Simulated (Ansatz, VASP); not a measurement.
One calculation of MgZr2N, two programs

```xyz
4
Lattice="3.3671 0.0000 0.0000 -1.6835 2.9160 0.0000 0.0000 0.0000 5.6989" Properties=species:S:1:pos:R:3 pbc="T T T"
Mg    0.0000    0.0000    2.8495
Zr    0.0000    1.9440    1.3228
Zr    1.6835    0.9720    4.3761
N     0.0000    0.0000    0.0000
```

Change from the starting cell: species swapped into the ScAgSe2 type (P-3m1, No. 164).

Alike in both runs: task relaxation of cell and atoms; functional PBE; k mesh 6 × 6 × 4; occupations gaussian, width 0.1 eV; no spin polarisation.

|  | VASP | Ansatz |
| --- | --- | --- |
| version | VASP 6.6.1 | Ansatz 0.2.0 |
| potentials or method | VASP PAW PBE potentials, release 64 (Mg, Zr_sv, N), cutoff 600 eV | scalar-relativistic, plane waves, PAW |
| valence electrons in the cell | 31 | 39 |

|  | VASP | Ansatz | Ansatz less VASP |
| --- | --- | --- | --- |
| gap on the k mesh at the Fermi level, each at its own relaxed structure (eV) | none | none | - |
| relaxed volume (Å³/atom) | 17.87 | 17.98 | +0.111 |
| relaxed length of the cell vector where the two differ most in proportion (Å) | 7.732 | 7.822 | +0.0898 |

A gap of «none» marks a metal or a gap that the smearing closes. VASP's potentials hold 31 valence electrons a cell and Ansatz's 39, so a difference there can come from the potentials and not from the codes.

Noted on VASP's run: the volume moved by over 15 % at a fixed basis, so the end points are rough.
